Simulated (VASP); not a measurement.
# CdS: electric field gradients with LDA

CdS:

```
CELL_PARAMETERS angstrom
0.00000 2.91650 2.91650
2.91650 0.00000 2.91650
2.91650 2.91650 0.00000
ATOMIC_POSITIONS crystal
Cd 0.99702 0.99856 0.00775
S 0.75491 0.74655 0.75001
```

This cell differs from its parent crystal: atoms moved at random.

| Item | Value |
| --- | --- |
| Program | VASP 6.6.1 |
| Task | electric field gradients |
| Functional | LDA |
| Potentials or basis | VASP PAW LDA potentials, release 64 (Cd, S) |
| Cutoff | 520 eV |
| k mesh | 6 × 6 × 6 |
| Occupations | fermi-dirac, width 0.01 eV |
| Spin | non-collinear spin, zero start, spin-orbit coupling |
| Starting moments | [[0.0, 0.0, 0.0], [0.0, 0.0, 0.0]] μB |
| Dipole correction | no |
| Further INCAR settings | ALGO = Normal; EDIFF = 1e-08; NBANDS = 30 |

```
Pressure                                              : -2.0 GPa
Largest force                                         : 0.163 eV/Å
Net moment                                            : 0.00 μB per cell
Largest electric field gradient by atom               : Cd -15.9; S -3.5 V/Å²
Valence electrons inside the program's atomic spheres : Cd 10.33; S 3.70
```

Forces in eV/Å, atoms in the order of the input:
```
Cd  -0.139 -0.007  0.084
S    0.139  0.007 -0.084
```

Stress tensor (GPa, compression positive):
```
-2.01  0.33 -0.02
 0.33 -1.99 -0.55
-0.02 -0.55 -2.00
```

Moments on the atoms (μB; x, y, z):
```
Cd  0.00 0.00 0.00
S   0.00 0.00 0.00
```

Electric field gradients, principal values (V/Å²):
```
atom  least  middle  greatest (by size)
1 Cd  0.126  15.748             -15.875
 2 S  0.098   3.445              -3.543
```

Wall time 4.6 min on 1 thread of Intel(R) Xeon(R) 6975P-C (Granite Rapids), with other jobs on the host, peak memory 0.55 GiB.

Caveat: the cell differs from its parent crystal (atoms moved at random); without QUAD_EFG the Cq values of the log hold for a quadrupole moment of 1 mb, not for the nuclei.
